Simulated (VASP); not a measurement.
Wanted: the native input for a VASP 6.6.1 run.

* Task: single point
* Functional: PBE
* Dispersion: D3(BJ)
* Potentials or basis: VASP PAW PBE potentials, release 64 (H, C, O)
* Cutoff: 520 eV
* k mesh: 1 × 1 × 1
* Occupations: fermi-dirac, width 0.05 eV
* Spin: no spin polarisation
* Dipole correction: no
* Further INCAR settings: LREAL = Auto; ALGO = Normal; EDIFF = 1e-06; NBANDS = 55

The structure of H8C2O lies in POSCAR:

```
H8C2O
1.0
    6.7298440000      0.0000000000      0.0000000000
    0.0000000000      6.7298440000      0.0000000000
    0.0000000000      0.0000000000      6.7298440000
H C O
24 6 3
Direct
   -0.1412357560      0.8180434398      0.5050342499
   -0.2154331711      0.8867506781      0.5508033359
    1.0745077403      0.5162161789      0.6640729513
    1.0925252365      0.4871498725      0.5555528642
    0.1281662037      0.8108229395      0.7760637721
    0.1334179348      0.9089375180      0.8311069071
    0.4368887518      0.0952158924      0.6104639521
    0.5219703437      0.3327287702      0.8629435212
    0.6580345362      0.3500279829      0.6343005905
    0.8821198257      0.3427439295      0.9446397383
    0.7997257231      0.0964146099      0.9879832485
    0.9348858957      0.1550721188      0.7671243878
    0.3367726442      0.7663107236     -0.0482587893
    0.6174671155      0.8701747604      0.1340284479
    0.6737590909      0.7015480002     -0.0629836903
    0.8359882867      0.5912881822      0.2549030613
    0.6017514668      0.5896945253      0.3761228390
    0.6550591655      0.4167196051      0.1821422212
    0.2296294477      0.4926201001      0.1633676411
    0.4088771069      0.2745051035      0.3555844089
    0.3605240369      0.1809858784      0.1136811914
    0.2856104735     -0.0775489148      0.3704105843
    0.1112581150      0.0877095272      0.4884498509
    0.0630122473     -0.0072085536      0.2477879240
    0.8218493489      0.2098329560      0.8722396324
    0.6289674865      0.2527478682      0.7645678153
    0.6762697067      0.5701593886      0.2320012069
    0.5965195537      0.7157142338      0.0814894165
    0.1815339216      0.0473901201      0.3458195012
    0.2885921150      0.2243045649      0.2555300972
    0.5440698053      0.0654636953      0.7022111989
    0.3871073111      0.6776832140      0.0539443113
    0.1512233897      0.3840468911      0.2230683110
```

The input as run:

INCAR

```
SYSTEM = H8C2O
PREC = Accurate
ENCUT = 520
EDIFF = 1E-6
ISMEAR = -1
SIGMA = 0.05
LREAL = Auto
LASPH = .True.
NELM = 80
ALGO = Normal
ISIF = 2
LWAVE = .False.
LCHARG = .False.
GGA = PE
IVDW = 12
NBANDS = 55
```

KPOINTS

```
regular mesh
0
Gamma
  1 1 1
  0 0 0
```

Potentials or basis: VASP PAW PBE potentials, release 64 (H, C, O).

Command:

```sh
$ cat potpaw_PBE.64/H/POTCAR potpaw_PBE.64/C/POTCAR potpaw_PBE.64/O/POTCAR > POTCAR
$ mpirun -np 1 vasp_gam > vasp.out
```

Results of the run:

```yaml
Pressure: -0.2 GPa
Largest_force: 0.341 eV/Å
Band_gap_on_the_k_mesh: 5.44 eV
Dispersion_energy_per_atom: -0.039 eV
```

Caveat: the k points lie up to 0.93 Å⁻¹ apart.

It took 17 s on 1 thread of Intel(R) Xeon(R) 6975P-C (Granite Rapids), on a shared host, peak memory 0.33 GiB.
